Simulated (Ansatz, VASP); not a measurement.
# Cs: VASP beside Ansatz

```
Cs
1.0
     0.00000    3.96034    3.96034
     3.96034    0.00000    3.96034
     3.96034    3.96034    0.00000
Cs
1
Direct
  0.00000 0.00000 0.00000
```

Alike in both runs: task single point; functional r2SCAN; k mesh 10 × 10 × 10; occupations gaussian, width 0.05 eV; no spin polarisation.

|  | VASP | Ansatz |
| --- | --- | --- |
| version | VASP 6.6.1 | Ansatz 0.2.0 |
| potentials or method | VASP PAW PBE potentials, release 64 (Cs_sv), cutoff 520 eV | scalar-relativistic, plane waves, PAW |
| valence electrons in the cell | 9 | 9 |

```csv
,VASP,Ansatz,Ansatz less VASP
pressure (GPa),0.0,0.0,+0.01
```

VASP's potentials were made for PBE, not for r2SCAN.

Neither program's run includes spin-orbit coupling.
